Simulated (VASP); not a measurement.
Cs, 2 atoms in the cell. Symmetry: Fd-3m, No. 227, cubic system. The conventional cell has a = 8.101 Å, b = 8.101 Å, c = 8.101 Å, α = 90.00°, β = 90.00°, γ = 90.00°. Cs (site symmetry -43m) has 4 Cs at 3.51 Å within 4.6 Å. This isn't the form of Cs at room conditions, which is bcc.

```yaml
Program: VASP 6.6.1
Task: single point
Functional: LDA
Potentials_or_basis: VASP PAW LDA potentials, release 64 (Cs_sv)
Cutoff: 520 eV
k_mesh: 7 × 7 × 7
Occupations: fermi-dirac, width 0.08 eV
Spin: no spin polarisation
Dipole_correction: no
Further_INCAR_settings: ALGO = Normal; EDIFF = 1e-07; NBANDS = 16
```

Potentials or basis: VASP PAW LDA potentials, release 64 (Cs_sv).

Run with:

```sh
$ cat potpaw_LDA.64/Cs_sv/POTCAR > POTCAR
$ mpirun -np 1 vasp_std > vasp.out
```

Hardware: 1 thread of Intel(R) Xeon(R) 6975P-C (Granite Rapids), with other jobs on the host.

Task: Estimate the wall time of this run.

Result: Run time: 27 s on 1 thread of Intel(R) Xeon(R) 6975P-C (Granite Rapids), on a shared host, peak memory 0.24 GiB. Counts: scf iterations 11, k points 20.
